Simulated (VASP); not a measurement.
# CdS (Fm-3m) in VASP: single point with r2SCAN

Aim: the single point of CdS with r2SCAN.

Everything below comes from runs of VASP 6.6.1. Logs are shortened: lines on timing, memory, paths and dates and some standing lists are left out, and cuts for length are marked.

## Step 1: The cell of the first run

It takes space group Fm-3m (No. 225, cubic). The conventional cell has a = 5.543 Å, b = 5.543 Å, c = 5.543 Å, α = 90.00°, β = 90.00°, γ = 90.00°. Cd (site symmetry m-3m) has 6 S at 2.77 Å within 3.7 Å. Within 3.7 Å of S (site symmetry m-3m) lie 6 Cd at 2.77 Å.

## Step 2: Single point, r2SCAN

File POSCAR:

```
CdS
1.0
    0.0000000000      2.7714779354      2.7714779354
    2.7714779354      0.0000000000      2.7714779354
    2.7714779354      2.7714779354      0.0000000000
Cd S
1 1
Direct
    0.0000000000      0.0000000000      0.0000000000
    0.5000000000      0.5000000000      0.5000000000
```

File INCAR.step1:

```
SYSTEM = CdS
  PREC = Accurate
  ENCUT = 700
  ISMEAR = -1
  SIGMA = 0.05
  LREAL = .False.
  LASPH = .True.
  NELM = 120
  NBANDS = 20
  GGA = PE
  ALGO = Normal
  EDIFF = 1E-5
  LWAVE = .True.
  LCHARG = .False.
  GGA_COMPAT = .False.
```

File INCAR.step2:

```
SYSTEM = CdS
  PREC = Accurate
  ENCUT = 700
  EDIFF = 1E-6
  ISMEAR = -1
  SIGMA = 0.05
  LREAL = .False.
  LASPH = .True.
  NELM = 120
  ALGO = Normal
  ISIF = 2
  LWAVE = .False.
  LCHARG = .False.
  METAGGA = R2SCAN
  LMIXTAU = .True.
  NBANDS = 20
  ISTART = 1
  GGA_COMPAT = .False.
```

File KPOINTS:

```
regular mesh
0
Gamma
  8 8 8
  0 0 0
```

Potentials or basis: VASP PAW PBE potentials, release 64 (Cd_sv_GW, S).

Started as:

```
$ cat potpaw_PBE.64/Cd_sv_GW/POTCAR potpaw_PBE.64/S/POTCAR > POTCAR
$ cp INCAR.step1 INCAR
$ mpirun -np 1 vasp_std > vasp.out
$ cp INCAR.step2 INCAR
$ mpirun -np 1 vasp_std > vasp.out
```

OUTCAR:

```text
SYSTEM = CdS
   PREC = Accurate
   ENCUT = 700
   EDIFF = 1E-6
   ISMEAR = -1
   LREAL = .False.
   LASPH = .True.
   NELM = 120
   ISIF = 2
   METAGGA = R2SCAN
   ISTART = 1

 ion  position               nearest neighbor table
   1  0.000  0.000  0.000-
   2  0.500  0.500  0.500-

  LATTYP: Found a face centered cubic cell.
 ALAT       =     5.5429558708

  Lattice vectors:

 A1 = (   0.0000000000,   2.7714779354,   2.7714779354)
 A2 = (   2.7714779354,   0.0000000000,   2.7714779354)
 A3 = (   2.7714779354,   2.7714779354,   0.0000000000)

Analysis of symmetry for initial positions (statically):
=====================================================================
 Subroutine PRICEL returns:
 Original cell was already a primitive cell.

 Routine SETGRP: Setting up the symmetry group for a
 face centered cubic supercell.

 Subroutine GETGRP returns: Found 48 space group operations
 (whereof 48 operations were pure point group operations)
 out of a pool of 48 trial point group operations.

The static configuration has the point symmetry O_h .

Analysis of symmetry for dynamics (positions and initial velocities):
=====================================================================
 Subroutine PRICEL returns:
 Original cell was already a primitive cell.

 Routine SETGRP: Setting up the symmetry group for a
 face centered cubic supercell.

 Subroutine GETGRP returns: Found 48 space group operations
 (whereof 48 operations were pure point group operations)
 out of a pool of 48 trial point group operations.

The dynamic configuration has the point symmetry O_h .

 Subroutine INISYM returns: Found 48 space group operations
 (whereof 48 operations are pure point group operations),
 and found     1 'primitive' translations

----------------------------------------------------------------------------------------

                                     Primitive cell

  volume of cell :      42.5759

  direct lattice vectors                    reciprocal lattice vectors
     0.000000000  2.771477935  2.771477935    -0.180409158  0.180409158  0.180409158
     2.771477935  0.000000000  2.771477935     0.180409158 -0.180409158  0.180409158
[... 76 lines left out ...]
   PREC   = accura    normal or accurate (medium, high low for compatibility)
   ISTART =      1    job   : 0-new  1-cont  2-samecut
   ICHARG =      0    charge: 1-file 2-atom 10-const
   ISPIN  =      1    spin polarized calculation?
   LNONCOLLINEAR =      F non collinear calculations
   LSORBIT =      F    spin-orbit coupling
   LASPH  =      T    aspherical Exc in radial PAW
   ENCUT  =  700.0 eV  51.45 Ry    7.17 a.u.   8.46  8.46  8.46*2*pi/ulx,y,z
   NELM   =    120;   NELMIN=  2; NELMDL=  0     # of ELM steps
   EDIFF  = 0.1E-05   stopping-criterion for ELM
   LREAL  =      F    real-space projection
   EDIFFG = 0.1E-04   stopping-criterion for IOM
   NSW    =      0    number of steps for IOM
   IBRION =     -1    ionic relax: 0-MD 1-quasi-New 2-CG
   NFREE  =      0    steps in history (QN), initial steepest desc. (CG)
   ISIF   =      2    stress and relaxation
   ISYM   =      2    0-nonsym 1-usesym 2-fastsym
   POTIM  = 0.5000    time-step for ionic-motion
   TEBEG  =    0.0;   TEEND  =   0.0 temperature during run
   PSTRESS=    0.0 pullay stress
   NELECT =      26.0000    total number of electrons
   NUPDOWN=      -1.0000    fix difference up-down
   EMIN   =  10.00;   EMAX   =-10.00  energy-range for DOS
   EFERMI =   0.00;   METHOD = LEGACY
   ISMEAR =    -1;   SIGMA  =   0.05  broadening in eV -4-tet -1-fermi 0-gaus
   EFERMI_NEDOS =   21; number of points for ismear=-14 and -15
   IALGO  =     38    algorithm
   IMIX   =      4    mixing-type and parameters
     AMIX     =   0.40;   BMIX     =  1.00
     AMIX_MAG =   1.60;   BMIX_MAG =  1.00
  volume/ion in A,a.u.               =      21.29       143.66
  Fermi-wavevector in a.u.,A,eV,Ry     =   1.388922  2.624682 26.247058  1.929104
  Thomas-Fermi vector in A             =   2.513002
   LORBIT       =      0    0 simple, 1 ext, 2 COOP (PROOUT), +10 PAW based schemes
   METAGGA = R2SCAN    functional components
   LHFCALC =     F    Hartree Fock is set to
   AEXX    =    0.0000 exact exchange contribution
   IVDW    =     0    specifies the selected vdW correction
   LEPSILON=     F    determine dielectric tensor
   LRPA    =     F    only Hartree local field effects (RPA)
 non-spin polarized calculation
  energy-cutoff  :      700.00
  volume of cell :       42.58
 maximum number of plane-waves:      1812
 NGX is ok and might be reduce to    36
   NGX = 17   NGY = 17   NGZ = 17

 number of electron      26.0000005 magnetization

 Free energy of the ion-electron system (eV)
  ---------------------------------------------------
  ext. energy  EPLUGINS =         0.00000000
  ---------------------------------------------------
  free energy    TOTEN  =       -29.56640502 eV

  energy without entropy =      -29.56638489  energy(sigma->0) =      -29.56639495

 E-fermi :   4.5113     XC(G=0): -10.8908

 val. band max:        4.0730797066   @ k =   0.5000   0.0000   0.0000
 cond. band min:       4.8228872586   @ k =   0.5000   0.5000   0.0000
 fundamental gap:      0.7498075520
 Fermi energy:         4.5113423418

 k-point     1 :       0.0000    0.0000    0.0000
  band No.  band energies     occupation
      1    -100.2936      2.00000
      2     -60.4573      2.00000
      3     -60.4573      2.00000
      4     -60.4573      2.00000
      5      -8.9141      2.00000
      6      -3.7417      2.00000
[... 541 lines left out ...]
     19      16.9314      0.00000
     20      19.0478      0.00000

 [... further k-points ...]

------------------------ aborting loop because EDIFF is reached ----------------------------------------

  FORCE on cell =-STRESS in cart. coord.  units (eV):
  Direction    XX          YY          ZZ          XY          YZ          ZX
  --------------------------------------------------------------------------------------
  -------------------------------------------------------------------------------------
  Total       -0.9731393     -0.9731393     -0.9731393     -0.0000000     -0.0000000      0.0000000
  in kB      -36.6202510    -36.6202510    -36.6202510     -0.0000000     -0.0000000      0.0000000
  external PRESSURE =     -36.6202510 kB  Pullay stress =       0.0000000 kB

 VOLUME and BASIS-vectors are now :
 -----------------------------------------------------------------------------
  energy-cutoff  :      700.00
  volume of cell :       42.58
      direct lattice vectors                 reciprocal lattice vectors
     0.000000000  2.771477935  2.771477935    -0.180409158  0.180409158  0.180409158
     2.771477935  0.000000000  2.771477935     0.180409158 -0.180409158  0.180409158
     2.771477935  2.771477935  0.000000000     0.180409158  0.180409158 -0.180409158

 POSITION                                       TOTAL-FORCE (eV/Angst)
 -----------------------------------------------------------------------------------
      0.00000      0.00000      0.00000        -0.000000     -0.000000     -0.000000
      2.77148      2.77148      2.77148         0.000000      0.000000      0.000000
 -----------------------------------------------------------------------------------
    total drift:                               -0.000000      0.000000      0.000000

  FREE ENERGIE OF THE ION-ELECTRON SYSTEM (eV)
  ---------------------------------------------------
  free  energy   TOTEN  =       -29.5664050164 eV

  energy  without entropy=      -29.5663848851  energy(sigma->0) =      -29.56639495
```

OUTCAR.step1:

```text
SYSTEM = CdS
   PREC = Accurate
   ENCUT = 700
   ISMEAR = -1
   LREAL = .False.
   LASPH = .True.
[... 773 lines left out ...]
      0.00000      0.00000      0.00000         0.000000      0.000000      0.000000
      2.77148      2.77148      2.77148        -0.000000     -0.000000     -0.000000
 -----------------------------------------------------------------------------------
    total drift:                               -0.000000      0.000000      0.000000

  FREE ENERGIE OF THE ION-ELECTRON SYSTEM (eV)
  ---------------------------------------------------
  free  energy   TOTEN  =        -5.9468297012 eV

  energy  without entropy=       -5.9458075341  energy(sigma->0) =       -5.94631862
```

It took 4.1 min on 1 thread of AMD EPYC 7R43 (Zen 3), shared host; peak memory 0.21 GiB.

Results:

* Free energy: -29.5664 eV
* Pressure: -3.7 GPa
* Band gap on the k mesh: 0.75 eV (least direct gap 2.04 eV)

Levels at points of the mesh, in eV from the valence-band top:
| k point | band 11 | band 12 | band 13 | band 14 | band 15 | band 16 |
| --- | --- | --- | --- | --- | --- | --- |
| (0.00, 0.00, 0.00) | -0.67 | -0.67 | -0.67 | 1.37 | 9.72 | 9.72 |
| (0.50, 0.00, 0.00) | -4.67 | 0.00 | 0.00 | 4.07 | 6.48 | 6.48 |
| (0.50, 0.50, 0.00) | -4.01 | -2.00 | -2.00 | 0.75 | 6.49 | 10.40 |

Caveat: the cell stands under tension; semilocal functionals underestimate gaps, and a narrow one can read as zero; the PAW data sets were made with another functional, which shifts forces and pressure a little. A k mesh can miss the band edges.
